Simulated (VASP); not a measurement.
Write the native input for VASP 6.6.1 that does the following.

```
Task                   : single point
Functional             : PBE
Potentials or basis    : VASP PAW PBE potentials, release 64 (Li_sv, Ca_sv, F)
Cutoff                 : 520 eV
k mesh                 : 6 × 6 × 6
Occupations            : gaussian, width 0.05 eV
Spin                   : no spin polarisation
Dipole correction      : no
Further INCAR settings : ALGO = Normal; EDIFF = 1e-07; NBANDS = 25
```

The structure of LiCaF3 lies in POSCAR:

```
LiCaF3
1.0
    3.7612440000      0.0000000000      0.0000000000
    0.0000000000      3.7612440000      0.0000000000
    0.0000000000      0.0000000000      3.7612440000
Li Ca F
1 1 3
Direct
    0.5000000000      0.5000000000      0.4468261033
    0.0000000000      0.0000000000      0.0000000000
    0.0000000000      0.5000000000      0.5000000000
    0.5000000000      0.5000000000      0.0000000000
    0.5000000000      0.0000000000      0.5000000000
```

This cell differs from its parent crystal: atom 1 (Li) moved by (+0.000, -0.200) A along [1 1 0] and z.

One way to write it, as run:

INCAR

```
ALGO = Normal ; EDIFF = 1E-7
ENCUT = 520 ; GGA = PE
ISIF = 2 ; ISMEAR = 0
LASPH = True ; LCHARG = False
LREAL = False ; LWAVE = False
NBANDS = 25 ; NELM = 60
PREC = Accurate ; SIGMA = 0.05
```

KPOINTS

```
k-points
0
Gamma
  6 6 6
```

Potentials or basis: VASP PAW PBE potentials, release 64 (Li_sv, Ca_sv, F).

Command:

```console
$ cat potpaw_PBE.64/Li_sv/POTCAR potpaw_PBE.64/Ca_sv/POTCAR potpaw_PBE.64/F/POTCAR > POTCAR
$ mpirun -np 1 vasp_std > vasp.out
```

It gave:

```json
{
  "Largest force": "1.501 eV/Å",
  "Band gap on the k mesh": "6.44 eV, indirect (least direct gap 6.55 eV)"
}
```

Caveat: the cell differs from its parent crystal (atom 1 (Li) moved by (+0.000, -0.200) A along [1 1 0] and z); forces of over 1 eV/Å act on the atoms, so gaps and moduli don't describe the material at rest.

Wall time 18 s on 1 thread of Intel(R) Xeon(R) 6975P-C (Granite Rapids), on a shared host, peak memory 0.18 GiB.
